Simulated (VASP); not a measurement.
# Sb (I4/mcm) in VASP: notebook, part 2 of 2

VASP 6.6.1. The steps go on from the part before.

## (4) Single point, PBEsol, non-collinear spin, zero start, spin-orbit coupling

This run uses another cell than the first one, of 32.90 Å³/atom, 1.042 times its volume.

INCAR reads:

```
SYSTEM = Sb
ALGO = Normal ; EDIFF = 1E-6
ENCUT = 520 ; GGA = PS
GGA_COMPAT = .False. ; ISIF = 2
ISMEAR = 1 ; LASPH = .True.
LCHARG = .False. ; LORBIT = 11
LORBMOM = .True. ; LREAL = .False.
LSORBIT = .True. ; LWAVE = .False.
MAGMOM = 0 0 0 0 0 0 0 0 0 0 0 0 ; NBANDS = 34
NELM = 150 ; PREC = Accurate
SIGMA = 0.05
```

KPOINTS reads:

```
k-points
0
Gamma
  6 6 6
  0 0 0
```

POSCAR reads:

```
Sb
1.0
   -4.0300106443      4.0300106443      2.0254867038
    4.0300106443     -4.0300106443      2.0254867038
    4.0300106443      4.0300106443     -2.0254867038
Sb
4
Direct
    0.6512630600      0.1512630600      0.8025261200
    0.1512630600      0.3487369400      0.5000000000
    0.3487369400      0.8487369400      0.1974738800
    0.8487369400      0.6512630600      0.5000000000
```

Potentials or basis: VASP PAW PBE potentials, release 64 (Sb).

Run with:

```sh
cat potpaw_PBE.64/Sb/POTCAR > POTCAR
mpirun -np 1 vasp_ncl > vasp.out
```

OUTCAR:

```text
SYSTEM = Sb
   EDIFF = 1E-6
   ENCUT = 520
   GGA = PS
   ISIF = 2
   ISMEAR = 1
   LASPH = .True.
   LORBIT = 11
   LREAL = .False.
   LSORBIT = .True.
   NELM = 150
   PREC = Accurate

 ion  position               nearest neighbor table
   1  0.651  0.151  0.803-   3 3.03   3 3.03   2 3.17   4 3.17   2 3.17   4 3.17   3 3.45
   2  0.151  0.349  0.500-   4 3.03   4 3.03   1 3.17   3 3.17   1 3.17   3 3.17   4 3.45
   3  0.349  0.849  0.197-   1 3.03   1 3.03   2 3.17   4 3.17   4 3.17   2 3.17   1 3.45
   4  0.849  0.651  0.500-   2 3.03   2 3.03   1 3.17   3 3.17   3 3.17   1 3.17   2 3.45

  LATTYP: Found a body centered tetragonal cell.
 ALAT       =     8.0600212886
 C/A-ratio  =     0.5026008322

  Lattice vectors:

 A1 = (  -4.0300106443,   4.0300106443,   2.0254867038)
 A2 = (   4.0300106443,  -4.0300106443,   2.0254867038)
 A3 = (   4.0300106443,   4.0300106443,  -2.0254867038)

Analysis of symmetry for initial positions (statically):
=====================================================================
 Subroutine PRICEL returns:
 Original cell was already a primitive cell.

 Routine SETGRP: Setting up the symmetry group for a
 body centered tetragonal supercell.

 Subroutine GETGRP returns: Found 16 space group operations
 (whereof  8 operations were pure point group operations)
 out of a pool of 16 trial point group operations.

The static configuration has the point symmetry C_4h.
 The point group associated with its full space group is D_4h.

Analysis of symmetry for dynamics (positions and initial velocities):
=====================================================================
 Subroutine PRICEL returns:
 Original cell was already a primitive cell.

 Routine SETGRP: Setting up the symmetry group for a
 body centered tetragonal supercell.

 Subroutine GETGRP returns: Found 16 space group operations
 (whereof  8 operations were pure point group operations)
 out of a pool of 16 trial point group operations.

The dynamic configuration has the point symmetry C_4h.
 The point group associated with its full space group is D_4h.

[... 1069 lines left out ...]
  1         0.000  -0.000   0.000
  2         0.000  -0.000   0.000
  3        -0.000   0.000  -0.000
  4        -0.000   0.000  -0.000
 ----------------------------------------
           -0.000   0.000  -0.000

 orbital moment (z)

 # of ion     p       d       tot
 ----------------------------------------
  1         0.000   0.000   0.000
  2         0.000   0.000   0.000
  3         0.000   0.000   0.000
  4         0.000   0.000   0.000
 ----------------------------------------
            0.000   0.000   0.000

 Spin-Orbit-Coupling matrix elements

 Ion:    1  E_soc:     -0.1396724
 l=   1
     0.0000000    -0.0227304    -0.0238984
    -0.0227304     0.0000000    -0.0227304
    -0.0238984    -0.0227304     0.0000000
 l=   2
     0.0000000    -0.0000345     0.0000000    -0.0000345    -0.0000957
    -0.0000345     0.0000000    -0.0000939    -0.0000553    -0.0000346
     0.0000000    -0.0000939     0.0000000    -0.0000939     0.0000000
    -0.0000345    -0.0000553    -0.0000939     0.0000000    -0.0000346
    -0.0000957    -0.0000346     0.0000000    -0.0000346     0.0000000
 l=   3
     0.0000000     0.0000000     0.0000000     0.0000000     0.0000000     0.0000000     0.0000000
     0.0000000     0.0000000     0.0000000     0.0000000     0.0000000     0.0000000     0.0000000
     0.0000000     0.0000000     0.0000000     0.0000000     0.0000000     0.0000000     0.0000000
     0.0000000     0.0000000     0.0000000     0.0000000     0.0000000     0.0000000     0.0000000
[... 49 lines left out ...]
 l=   2
     0.0000000    -0.0000345     0.0000000    -0.0000345    -0.0000957
    -0.0000345     0.0000000    -0.0000939    -0.0000553    -0.0000346
     0.0000000    -0.0000939     0.0000000    -0.0000939     0.0000000
    -0.0000345    -0.0000553    -0.0000939     0.0000000    -0.0000346
    -0.0000957    -0.0000346     0.0000000    -0.0000346     0.0000000
 l=   3
     0.0000000     0.0000000     0.0000000     0.0000000     0.0000000     0.0000000     0.0000000
     0.0000000     0.0000000     0.0000000     0.0000000     0.0000000     0.0000000     0.0000000
     0.0000000     0.0000000     0.0000000     0.0000000     0.0000000     0.0000000     0.0000000
     0.0000000     0.0000000     0.0000000     0.0000000     0.0000000     0.0000000     0.0000000
     0.0000000     0.0000000     0.0000000     0.0000000     0.0000000     0.0000000     0.0000000
     0.0000000     0.0000000     0.0000000     0.0000000     0.0000000     0.0000000     0.0000000
     0.0000000     0.0000000     0.0000000     0.0000000     0.0000000     0.0000000     0.0000000

 total charge

# of ion       s       p       d       tot
------------------------------------------
    1        1.230   1.106   0.036   2.372
    2        1.230   1.106   0.036   2.372
    3        1.230   1.106   0.036   2.372
    4        1.230   1.106   0.036   2.372
--------------------------------------------------
tot          4.919   4.425   0.143   9.486

 magnetization (x)

# of ion       s       p       d       tot
------------------------------------------
    1        0.000   0.000  -0.000   0.000
    2       -0.000  -0.000  -0.000  -0.000
    3        0.000   0.000  -0.000   0.000
    4       -0.000  -0.000  -0.000  -0.000
--------------------------------------------------
tot         -0.000   0.000  -0.000   0.000

 magnetization (y)

# of ion       s       p       d       tot
------------------------------------------
    1       -0.000  -0.000   0.000  -0.000
    2        0.000   0.000   0.000   0.000
    3       -0.000  -0.000   0.000  -0.000
    4        0.000   0.000   0.000   0.000
--------------------------------------------------
tot          0.000  -0.000   0.000  -0.000

 magnetization (z)

# of ion       s       p       d       tot
------------------------------------------
    1        0.000   0.000   0.000   0.000
    2       -0.000   0.000   0.000  -0.000
    3        0.000   0.000   0.000   0.000
    4       -0.000   0.000   0.000  -0.000
--------------------------------------------------
tot         -0.000   0.000   0.000  -0.000
```

OSZICAR:

```text
N       E                     dE             d eps       ncg     rms          rms(c)
DAV:   1     0.948102736162E+02    0.94810E+02   -0.65574E+03  2040   0.927E+02
DAV:   2    -0.876687404618E+01   -0.10358E+03   -0.99173E+02  2412   0.159E+02
DAV:   3    -0.172539289455E+02   -0.84871E+01   -0.82402E+01  2608   0.480E+01
DAV:   4    -0.174319143832E+02   -0.17799E+00   -0.17640E+00  2414   0.725E+00
DAV:   5    -0.174356667186E+02   -0.37523E-02   -0.37514E-02  2670   0.129E+00    0.437E+00
DAV:   6    -0.173906463238E+02    0.45020E-01   -0.35563E-02  2336   0.909E-01    0.258E+00
DAV:   7    -0.173765138902E+02    0.14132E-01   -0.20168E-02  2386   0.668E-01    0.149E+00
DAV:   8    -0.173745016593E+02    0.20122E-02   -0.71362E-03  2442   0.411E-01    0.112E-01
DAV:   9    -0.173747685629E+02   -0.26690E-03   -0.19709E-03  2194   0.220E-01    0.359E-02
DAV:  10    -0.173748402564E+02   -0.71694E-04   -0.20327E-04  2232   0.800E-02    0.279E-02
DAV:  11    -0.173749315659E+02   -0.91309E-04   -0.11314E-04  2300   0.496E-02    0.908E-03
DAV:  12    -0.173749381561E+02   -0.65902E-05   -0.53971E-06  2472   0.118E-02    0.484E-03
DAV:  13    -0.173749411378E+02   -0.29817E-05   -0.48910E-06  2156   0.970E-03    0.213E-03
DAV:  14    -0.173749416472E+02   -0.50942E-06   -0.82630E-07  1824   0.442E-03
   1 F= -.17374942E+02 E0= -.17374583E+02  d E =-.107539E-02  mag=     0.0000    -0.0000     0.0000
```

Wall time 8.4 min (1 thread of Intel Xeon Platinum 8124M at 3.00GHz (Skylake/Cascade Lake), shared host); peak memory 0.81 GiB.

What came out:

| Quantity | Value |
| --- | --- |
| Free energy | -17.3749 eV |
| Pressure | -0.2 GPa |
| Largest force | 0.077 eV/Å |
| Net moment | 0.00 μB per cell |
| Valence electrons inside the program's atomic spheres | Sb 2.37 |

Forces on the atoms (eV/Å):
```
Sb  -0.054 -0.054  0.000
Sb   0.054 -0.054  0.000
Sb   0.054  0.054  0.000
Sb  -0.054  0.054  0.000
```

Moments on the atoms (μB; x, y, z):
```
Sb  0.00 0.00 0.00
Sb  0.00 0.00 0.00
Sb  0.00 0.00 0.00
Sb  0.00 0.00 0.00
```

Caveat: the PAW data sets were made with another functional, which shifts forces and pressure a little.

## (5) The runs side by side

```csv
spin,cell,k mesh,smearing,gap on the mesh (eV),pressure (GPa),largest force (eV/Å)
off,"a = 6.022 Å, angles 96.0, 96.0, 142.3°, 4 atoms",7 × 7 × 7,fermi-dirac 0.05 eV,none,2.1,0.04
off,"a = 6.035 Å, angles 96.2, 96.2, 141.6°, 4 atoms",7 × 7 × 7,fermi-dirac 0.05 eV,none,0.6,0.02
"non-collinear, zero start, SOC","a = 6.049 Å, angles 96.4, 96.4, 140.9°, 4 atoms",6 × 6 × 6,methfessel-paxton 0.05 eV,-,-0.2,0.08
```

Alike in all rows: task single point; level PBEsol; potentials or basis VASP PAW PBE potentials, release 64 (Sb); cutoff (eV) 520.

Caveats: the PAW data sets were made with another functional, which shifts forces and pressure a little; spin-orbit coupling is left out, which moves the levels of the heavy elements (some runs).

Total energies depend on the potentials used, so only differences within one code and one set of settings carry meaning.
